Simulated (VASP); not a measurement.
Wanted: the native input for a VASP 6.6.1 run.

| Quantity | Value |
| --- | --- |
| Task | relaxation of cell and atoms |
| Functional | PBE |
| Potentials or basis | VASP PAW PBE potentials, release 64 (Au) |
| Cutoff | 600 eV |
| k mesh | 15 × 15 × 15 |
| Occupations | fermi-dirac, width 0.05 eV |
| Spin | no spin polarisation |
| Dipole correction | no |
| Further INCAR settings | ALGO = Normal; EDIFF = 1e-07; IBRION = 2; EDIFFG = -0.005; NSW = 60; ISIF = 3 |

The structure of Au lies in POSCAR:

```
Au
1.0
    2.6865005189      0.0000000000      0.0000000000
    0.0000000000      2.6865005189      0.0000000000
    0.0000000000      0.0000000000      2.6865005189
Au
1
Direct
    0.0000000000      0.0000000000      0.0000000000
```

This isn't the form of Au at room conditions, which is fcc.

These files were run (other wordings do the same):

INCAR

```
ALGO = Normal
EDIFF = 1E-7
EDIFFG = -0.005
ENCUT = 600
GGA = PE
IBRION = 2
ISIF = 3
ISMEAR = -1
LASPH = True
LCHARG = False
LREAL = False
LWAVE = False
NELM = 100
NSW = 60
PREC = Accurate
SIGMA = 0.05
```

KPOINTS

```
k-points
0
Gamma
  15 15 15
```

Potentials or basis: VASP PAW PBE potentials, release 64 (Au).

Command:

```console
$ cat potpaw_PBE.64/Au/POTCAR > POTCAR
$ mpirun -np 1 vasp_std > vasp.out
```

Results of the run:

```json
{
  "Relaxed volume": "20.73 Å³/atom",
  "Relaxed cell": "a = 2.747 Å, b = 2.747 Å, c = 2.747 Å, α = 90.00°, β = 90.00°, γ = 90.00°",
  "Space group after relaxing (to 0.1 Å)": "Pm-3m (No. 221)",
  "Energy gained by relaxing": "34.0 meV/atom",
  "Ionic steps": "4",
  "Pressure after relaxing": "0.0 GPa",
  "Band gap on the k mesh": "zero (an odd number of electrons rules out a gap without spin polarisation)"
}
```

Caveat: spin-orbit coupling is left out, which moves the levels of the heavy elements.

Run time: 24 s on 1 thread of AMD EPYC 9R45 96-Core Processor (Zen 5), on a shared host, peak memory 0.14 GiB.
